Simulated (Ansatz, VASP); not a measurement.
## Os in VASP and in Ansatz

```
Os
1.0
     2.71266    0.00000    0.00000
    -1.35633    2.34923    0.00000
     0.00000    0.00000    4.29508
Os
2
Direct
  0.33333 0.66667 0.25000
  0.66667 0.33333 0.75000
```

Alike in both runs: functional LDA; k mesh 9 × 9 × 6; occupations gaussian, width 0.1 eV; no spin polarisation.

Ansatz relaxed the structure, and its values are those at the end. VASP's run is a single point on that final structure, the one shown.

```csv
,VASP,Ansatz
version,VASP 6.6.1,Ansatz 0.2.0
potentials or method,"VASP PAW LDA potentials, release 64 (Os), cutoff 520 eV","scalar-relativistic, plane waves, PAW"
valence electrons in the cell,16,32
```

|  | VASP | Ansatz | Ansatz less VASP |
| --- | --- | --- | --- |
| gap on the k mesh at the Fermi level (eV) | none | none | - |
| pressure (GPa) | 1.1 | 0.1 | -0.97 |

Ansatz warns that its potentials were made for another functional, while VASP's fit it. LDA's correlation is that of Perdew and Zunger in VASP and of Perdew and Wang (1992) in Ansatz. A gap of «none» marks a metal or a gap that the smearing closes. VASP's potentials hold 16 valence electrons a cell and Ansatz's 32, so a difference there can come from the potentials and not from the codes.

Neither program's run includes spin-orbit coupling.
